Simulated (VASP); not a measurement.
# SnH5 (P6/mmm) in VASP: notebook, part 2 of 2

VASP 6.6.1. Earlier steps stand in the parts before.

## (4) Relaxation of cell and atoms, PBE

This run uses another cell than the first one, of 11.54 Å³/atom, 1.174 times its volume.

File INCAR:

```
SYSTEM = SnH5
  ALGO = Normal
  EDIFF = 1E-6
  EDIFFG = -0.04
  ENCUT = 600
  GGA = PE
  IBRION = 2
  ISIF = 3
  ISMEAR = 0
  LASPH = .True.
  LCHARG = .False.
  LREAL = .False.
  LWAVE = .False.
  NELM = 80
  NSW = 90
  PREC = Accurate
  SIGMA = 0.1
```

File KPOINTS:

```
k-points
0
Gamma
  6 6 4
  0 0 0
```

File POSCAR:

```
SnH5
1.0
    3.8909350100      0.0000000000      0.0000000000
   -1.9454675100      3.3696485600      0.0000000000
    0.0000000000      0.0000000000      5.2817527400
Sn H
1 5
Direct
    0.0000000000      0.0000000000      0.5000000000
    0.6666666700      0.3333333300      0.7959949400
    0.0000000000      0.0000000000      0.0000000000
    0.6666666700      0.3333333300      0.2040050600
    0.3333333300      0.6666666700      0.2040050600
    0.3333333300      0.6666666700      0.7959949400
```

Run with:

```sh
$ cat potpaw_PBE.64/Sn_d/POTCAR potpaw_PBE.64/H/POTCAR > POTCAR
$ mpirun -np 1 vasp_std > vasp.out
```

It took 9.1 min on 1 thread of Intel Xeon Platinum 8259CL at 2.50GHz (Skylake/Cascade Lake), shared host; peak memory 0.23 GiB.

It converged, with:

```
Free energy                            : -18.6302 eV
Relaxed volume                         : 9.71 Å³/atom
Relaxed cell                           : a = 4.018 Å, b = 4.018 Å, c = 4.166 Å, α = 90.00°, β = 90.00°, γ = 120.00°
Space group after relaxing (to 0.05 Å) : P6/mmm (No. 191)
Energy gained by relaxing              : 968.9 meV/atom
Ionic steps                            : 35
Pressure after relaxing                : -0.1 GPa
Largest force after relaxing           : 0.004 eV/Å
```

Forces on the atoms (eV/Å):
```
Sn   0.000  0.000  0.000
H    0.000  0.000 -0.004
H    0.000  0.000  0.000
H    0.000  0.000  0.004
H    0.000  0.000  0.004
H    0.000  0.000 -0.004
```

Stress tensor (GPa, compression positive):
```
 0.21  0.00  0.00
 0.00  0.21  0.00
 0.00  0.00 -0.64
```

Step by step:
```tsv
step	energy change (eV)	largest force (eV/Å)	pressure (GPa)	volume (Å³)
1	0.0000	0.0752	-12.22	69.25
2	-0.6540	0.0418	-11.28	60.79
3	-1.7542	0.3613	6.66	39.54
4	-1.7445	0.2170	-0.76	43.00
5	-1.7684	0.2781	2.30	41.36
6	-2.2976	0.7941	10.30	37.90
7	6.8107	0.4833	164.52	26.45
8	-2.3484	0.7996	13.81	37.03
9	-2.4152	1.1673	20.19	35.74
10	-2.7680	1.4922	21.13	36.16
11	-2.8199	1.5170	22.46	36.32
12	-3.3594	1.6559	15.71	38.62
13	-4.7817	1.6363	7.18	46.08
14	7.9811	60.6922	43.57	63.58
15	-4.9571	1.3031	8.32	46.62
16	-5.1987	1.3812	10.72	51.12
17	-5.2213	0.2654	9.51	49.79
18	-5.2247	0.5499	9.80	50.17
19	-5.5066	1.0753	1.61	54.39
20	-5.5055	1.6491	-1.50	56.56
21	-5.5168	1.3893	-0.06	55.51
22	-5.7368	0.7518	-0.65	58.66
23	-5.7989	0.1362	-0.35	60.66
24	-5.8005	0.3015	-0.24	61.59
25	-5.8025	0.1204	-0.29	61.21
26	-5.8057	0.1124	-0.94	61.41
27	-5.8057	0.0880	-0.87	61.39
28	-5.8084	0.0246	-0.72	61.08
29	-5.8091	0.1318	-0.56	60.79
30	-5.8107	0.0222	-0.65	60.37
31	-5.8109	0.0451	-0.72	60.11
32	-5.8124	0.0206	-0.45	59.53
33	-5.8129	0.1103	-0.07	58.77
34	-5.8136	0.0265	-0.06	58.09
35	-5.8136	0.0040	-0.08	58.25
```

Final structure:
```
Sn H
1.0
     4.01804    0.00000    0.00000
    -2.00902    3.47972    0.00000
     0.00000    0.00000    4.16590
Sn H
1 5
Direct
  0.00000 0.00000 0.50000
  0.66667 0.33333 0.90797
  0.00000 0.00000 0.00000
  0.66667 0.33333 0.09203
  0.33333 0.66667 0.09203
  0.33333 0.66667 0.90797
```

Levels at points of the mesh, in eV from the Fermi level:
```
           k point  band 7  band 8  band 9  band 10  band 11  band 12
(0.00, 0.00, 0.00)   -4.88   -4.58   -0.26    -0.07     2.81     2.81
(0.50, 0.00, 0.00)   -7.86   -5.27    0.21     0.75     1.09     1.77
(0.00, 0.00, 0.50)   -7.76   -4.46   -2.39     3.61     3.61     5.50
(0.50, 0.00, 0.50)   -6.62   -6.09   -3.93    -2.43     2.09     4.14
```

Caveat: the volume moved by over 15 % at a fixed basis, so the end points are rough; spin-orbit coupling is left out, which moves the levels of the heavy elements.

## (5) Single point, PBE

This run uses another cell than the first one, of 9.61 Å³/atom, 0.978 times its volume.

File INCAR:

```
SYSTEM = SnH5
ALGO = Normal ; EDIFF = 1E-6
ENCUT = 520 ; GGA = PE
ISIF = 2 ; ISMEAR = 0
LASPH = .True. ; LCHARG = .False.
LREAL = .False. ; LWAVE = .False.
NBANDS = 18 ; NELM = 80
PREC = Accurate ; SIGMA = 0.1
```

File KPOINTS:

```
k-points
0
Gamma
  12 12 10
  0 0 0
```

File POSCAR:

```
SnH5
1.0
    4.0178999015      0.0000000000      0.0000000000
   -2.0089499507      3.4796033846      0.0000000000
    0.0000000000      0.0000000000      4.1233307829
Sn H
1 5
Direct
    0.0000000000      0.0000000000      0.5000000000
    0.6666666667      0.3333333333      0.9062089651
    0.0000000000      0.0000000000      0.0000000000
    0.6666666667      0.3333333333      0.0937910349
    0.3333333333      0.6666666667      0.0937910349
    0.3333333333      0.6666666667      0.9062089651
```

Potentials or basis: VASP PAW PBE potentials, release 64 (Sn_d, H).

Run with:

```sh
$ cat potpaw_PBE.64/Sn_d/POTCAR potpaw_PBE.64/H/POTCAR > POTCAR
$ mpirun -np 1 vasp_std > vasp.out
```

OUTCAR:

```text
SYSTEM = SnH5
   EDIFF = 1E-6
   ENCUT = 520
   GGA = PE
   ISIF = 2
   ISMEAR = 0
   LASPH = .True.
   LREAL = .False.
   NELM = 80
   PREC = Accurate

 ion  position               nearest neighbor table
   1  0.000  0.000  0.500-   3 2.06   3 2.06
   2  0.667  0.333  0.906-   4 0.77
   3  0.000  0.000  0.000-   1 2.06   1 2.06
   4  0.667  0.333  0.094-   2 0.77
   5  0.333  0.667  0.094-   6 0.77
   6  0.333  0.667  0.906-   5 0.77

  LATTYP: Found a hexagonal cell.
 ALAT       =     4.0178999015
 C/A-ratio  =     1.0262402957

  Lattice vectors:

 A1 = (   4.0178999015,   0.0000000000,   0.0000000000)
 A2 = (  -2.0089499507,   3.4796033846,   0.0000000000)
 A3 = (   0.0000000000,   0.0000000000,   4.1233307829)

Analysis of symmetry for initial positions (statically):
=====================================================================
 Subroutine PRICEL returns:
 Original cell was already a primitive cell.

 Routine SETGRP: Setting up the symmetry group for a
 hexagonal supercell.

 Subroutine GETGRP returns: Found 24 space group operations
 (whereof 24 operations were pure point group operations)
 out of a pool of 24 trial point group operations.

The static configuration has the point symmetry D_6h.

Analysis of symmetry for dynamics (positions and initial velocities):
=====================================================================
 Subroutine PRICEL returns:
 Original cell was already a primitive cell.

 Routine SETGRP: Setting up the symmetry group for a
 hexagonal supercell.

 Subroutine GETGRP returns: Found 24 space group operations
 (whereof 24 operations were pure point group operations)
 out of a pool of 24 trial point group operations.

The dynamic configuration has the point symmetry D_6h.

 Subroutine INISYM returns: Found 24 space group operations
[... 120 lines left out ...]
   ISMEAR =     0;   SIGMA  =   0.10  broadening in eV -4-tet -1-fermi 0-gaus
   EFERMI_NEDOS =   21; number of points for ismear=-14 and -15
   IALGO  =     38    algorithm
   IMIX   =      4    mixing-type and parameters
     AMIX     =   0.40;   BMIX     =  1.00
     AMIX_MAG =   1.60;   BMIX_MAG =  1.00
  volume/ion in A,a.u.               =       9.61        64.84
  Fermi-wavevector in a.u.,A,eV,Ry     =   1.130838  2.136974 17.399053  1.278794
  Thomas-Fermi vector in A             =   2.267535
   LORBIT       =      0    0 simple, 1 ext, 2 COOP (PROOUT), +10 PAW based schemes
   GGA     = PE    functional components
   LHFCALC =     F    Hartree Fock is set to
   AEXX    =    0.0000 exact exchange contribution
   IVDW    =     0    specifies the selected vdW correction
   LEPSILON=     F    determine dielectric tensor
   LRPA    =     F    only Hartree local field effects (RPA)
 non-spin polarized calculation
 Gauss-broadening in eV      SIGMA  =   0.10
  energy-cutoff  :      520.00
  volume of cell :       57.65
 maximum number of plane-waves:      1575
 NGX is ok and might be reduce to    30
   NGX = 15   NGY = 15   NGZ = 15

 number of electron      18.9999994 magnetization

 Free energy of the ion-electron system (eV)
  ---------------------------------------------------
  ext. energy  EPLUGINS =         0.00000000
  ---------------------------------------------------
  free energy    TOTEN  =       -18.69838804 eV

  energy without entropy =      -18.69403045  energy(sigma->0) =      -18.69620925

 E-fermi :   3.2132     XC(G=0):  -9.0027

 val. band max:        3.2086338456   @ k =   0.4167   0.1667   0.1000
 cond. band min:       3.2622509830   @ k =   0.2500   0.0833   0.3000
 fundamental gap:      0.0536171375
 Fermi energy:         3.2132484970

 k-point     1 :       0.0000    0.0000    0.0000
  band No.  band energies     occupation
      1     -18.6128      2.00000
      2     -18.6128      2.00000
      3     -18.5209      2.00000
      4     -18.4952      2.00000
      5     -18.4952      2.00000
      6      -7.5797      2.00000
[... 481 lines left out ...]
      5     -18.4975      2.00000
      6      -6.3014      2.00000
[... 10 lines left out ...]
     17      13.5711      0.00000
     18      14.6732      0.00000

 [... further k-points ...]
[... 5 lines left out ...]
  --------------------------------------------------------------------------------------
  -------------------------------------------------------------------------------------
  Total       -0.0835163     -0.0835163     -0.1026537     -0.0000000     -0.0000000     -0.0000000
  in kB       -2.3211590     -2.3211590     -2.8530412     -0.0000000     -0.0000000     -0.0000000
  external PRESSURE =      -2.4984531 kB  Pullay stress =       0.0000000 kB

 VOLUME and BASIS-vectors are now :
 -----------------------------------------------------------------------------
  energy-cutoff  :      520.00
  volume of cell :       57.65
      direct lattice vectors                 reciprocal lattice vectors
     4.017899901  0.000000000  0.000000000     0.248886240  0.143694538  0.000000000
    -2.008949951  3.479603385  0.000000000     0.000000000  0.287389076  0.000000000
     0.000000000  0.000000000  4.123330783     0.000000000  0.000000000  0.242522381

 POSITION                                       TOTAL-FORCE (eV/Angst)
 -----------------------------------------------------------------------------------
      0.00000      0.00000      2.06167        -0.000000      0.000000      0.000000
      2.00895      1.15987      3.73660        -0.000000     -0.000000      0.008748
      0.00000      0.00000      0.00000        -0.000000      0.000000      0.000000
      2.00895      1.15987      0.38673        -0.000000     -0.000000     -0.008748
     -0.00000      2.31974      0.38673         0.000000      0.000000     -0.008748
     -0.00000      2.31974      3.73660         0.000000      0.000000      0.008748
 -----------------------------------------------------------------------------------
    total drift:                                0.000000      0.000000      0.000000

  FREE ENERGIE OF THE ION-ELECTRON SYSTEM (eV)
  ---------------------------------------------------
  free  energy   TOTEN  =       -18.6983880387 eV

  energy  without entropy=      -18.6940304540  energy(sigma->0) =      -18.69620925
```

OSZICAR:

```text
N       E                     dE             d eps       ncg     rms          rms(c)
DAV:   1     0.102656377137E+03    0.10266E+03   -0.86714E+03  4148   0.120E+03
DAV:   2    -0.946963783945E+01   -0.11213E+03   -0.10802E+03  4338   0.316E+02
DAV:   3    -0.198642642210E+02   -0.10395E+02   -0.10317E+02  5144   0.829E+01
DAV:   4    -0.201094878902E+02   -0.24522E+00   -0.24508E+00  4858   0.133E+01
DAV:   5    -0.201152045758E+02   -0.57167E-02   -0.57163E-02  5010   0.213E+00    0.649E+00
DAV:   6    -0.190380542486E+02    0.10772E+01   -0.58925E-01  5032   0.570E+00    0.346E+00
DAV:   7    -0.186859516054E+02    0.35210E+00   -0.94684E-01  4782   0.567E+00    0.475E-01
DAV:   8    -0.186980891264E+02   -0.12138E-01   -0.21019E-01  4556   0.300E+00    0.277E-01
DAV:   9    -0.186978187198E+02    0.27041E-03   -0.56802E-03  4952   0.449E-01    0.182E-01
DAV:  10    -0.186983442467E+02   -0.52553E-03   -0.16501E-03  4626   0.206E-01    0.495E-02
DAV:  11    -0.186984007377E+02   -0.56491E-04   -0.24616E-04  5146   0.127E-01    0.179E-02
DAV:  12    -0.186983893058E+02    0.11432E-04   -0.36637E-05  5458   0.625E-02    0.987E-03
DAV:  13    -0.186983881048E+02    0.12010E-05   -0.79339E-06  4714   0.193E-02    0.186E-03
DAV:  14    -0.186983880387E+02    0.66084E-07   -0.15015E-06  3118   0.659E-03
   1 F= -.18698388E+02 E0= -.18696209E+02  d E =-.435758E-02
```

stdout:

```text
POSCAR found type information on POSCAR SnH
 POSCAR found :  2 types and       6 ions
 scaLAPACK will be used
 LDA part: xc-table for (Slater+PW92), standard interpolation
 POSCAR, INCAR and KPOINTS ok, starting setup
 FFT: planning ... GRIDC
 FFT: planning ... GRID_SOFT
 FFT: planning ... GRID
 WAVECAR not read
 entering main loop
```

It took 1.8 min on 1 thread of Intel Xeon Platinum 8259CL at 2.50GHz (Skylake/Cascade Lake), shared host; peak memory 0.24 GiB.

Results:

```yaml
Free_energy: -18.6984 eV
Pressure: -0.2 GPa
Largest_force: 0.009 eV/Å
```

Forces in eV/Å, atoms in the order of the input:
```
Sn   0.000  0.000  0.000
H    0.000  0.000  0.009
H    0.000  0.000  0.000
H    0.000  0.000 -0.009
H    0.000  0.000 -0.009
H    0.000  0.000  0.009
```

Caveat: spin-orbit coupling is left out, which moves the levels of the heavy elements.

## (6) Summary

```tsv
task	cell	k mesh	cutoff (eV)	gap on the mesh (eV)	pressure (GPa)	largest force (eV/Å)
single point	a = 4.057, b = 4.057, c = 4.137 Å, angles 90.0, 90.0, 120.0°, 6 atoms	6 × 6 × 4	520	none	-0.3	0.01
single point	a = 3.891, b = 3.891, c = 5.282 Å, angles 90.0, 90.0, 120.0°, 6 atoms	6 × 6 × 4	520	none	-12.3	0.08
relaxation of cell and atoms	relaxed from a = 3.891, b = 3.891, c = 5.282 Å, angles 90.0, 90.0, 120.0°, 6 atoms	6 × 6 × 4	600	none	-0.1	-
single point	a = 4.018, b = 4.018, c = 4.123 Å, angles 90.0, 90.0, 120.0°, 6 atoms	12 × 12 × 10	520	none	-0.2	0.01
```

Alike in all rows: level PBE; potentials or basis VASP PAW PBE potentials, release 64 (Sn_d, H); no spin polarisation; smearing gaussian 0.1 eV.

Caveats: some runs use coarse meshes; spin-orbit coupling is left out, which moves the levels of the heavy elements; the volume moved by over 15 % at a fixed basis, so the end points are rough (some runs).

Absolute energies hang on the potentials; compare differences alone.
